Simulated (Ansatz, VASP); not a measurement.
# One calculation of CrBrO, two programs

```
CELL_PARAMETERS angstrom
3.23200 0.00000 0.00000
0.00000 3.86300 0.00000
0.00000 0.00000 8.36000
ATOMIC_POSITIONS crystal
Cr 0.50000 0.50000 0.10200
Cr 0.00000 0.00000 0.89800
Br 0.00000 0.50000 0.32000
Br 0.50000 0.00000 0.68000
O 0.00000 0.50000 0.96500
O 0.50000 0.00000 0.03500
```

Alike in both runs: task single point; functional LDA; k mesh 6 × 5 × 3; occupations gaussian, width 0.05 eV; collinear spin; Hubbard terms Cr d U = 1.0 eV.

|  | VASP | Ansatz |
| --- | --- | --- |
| version | VASP 6.6.1 | Ansatz 0.2.0 |
| potentials or method | VASP PAW LDA potentials, release 64 (Cr_pv, Br, O), cutoff 520 eV | scalar-relativistic, plane waves, PAW |
| valence electrons in the cell | 50 | 54 |

```csv
,VASP,Ansatz,Ansatz less VASP
gap on the k mesh at the Fermi level (eV),0.95,0.95,-0.006
least direct gap on the mesh (eV),0.99,1.00,+0.017
pressure (GPa),-1.9,-2.4,-0.48
"traceless stress, the component that is largest in VASP (GPa)",-3.16,-3.22,-0.059
rms of the force components (eV/Å),0.404,0.401,-0.0026
net moment per atom (μB),0.00,0.00,0.000
size of the moment on the site where the two differ most (μB),2.79,2.37,-0.417
```

LDA's correlation is that of Perdew and Zunger in VASP and of Perdew and Wang (1992) in Ansatz. Site moments also hang on the region over which each program counts them. The programs project onto different local orbitals, so the same U acts differently, and such runs can settle in different states. Atom by atom the forces differ by 0.030 eV/Å (rms over components). VASP's potentials hold 50 valence electrons a cell and Ansatz's 54, so a difference there can come from the potentials and not from the codes. Ansatz's warnings: specified occupation not kept.
